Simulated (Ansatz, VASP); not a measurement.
# Two plane-wave programs on Fe

```
Fe
1.0
    -1.41579    1.41579    1.41579
     1.41579   -1.41579    1.41579
     1.41579    1.41579   -1.41579
Fe
1
Direct
  0.00000 0.00000 0.00000
```

Alike in both runs: functional PBE; k mesh 20 × 20 × 20; occupations gaussian, width 0.1 eV; collinear spin.

Ansatz relaxed the structure, and its values are those at the end. VASP's run is a single point on that final structure, the one shown.

|  | VASP | Ansatz |
| --- | --- | --- |
| version | VASP 6.6.1 | Ansatz 0.2.0 |
| potentials or method | VASP PAW PBE potentials, release 64 (Fe), cutoff 520 eV | scalar-relativistic, plane waves, PAW |
| valence electrons in the cell | 8 | 16 |

```tsv
	VASP	Ansatz	Ansatz less VASP
gap on the k mesh at the Fermi level (eV)	none	none	-
pressure (GPa)	-0.1	0.0	+0.17
net moment per atom (μB)	2.19	2.17	-0.026
size of the moment on the site where the two differ most (μB)	2.19	2.22	+0.023
```

Site moments also hang on the region over which each program counts them. A gap of «none» marks a metal or a gap that the smearing closes. The functional is the same, so the differences come from potentials, cutoffs and numerics. VASP's potentials hold 8 valence electrons a cell and Ansatz's 16, so a difference there can come from the potentials and not from the codes.
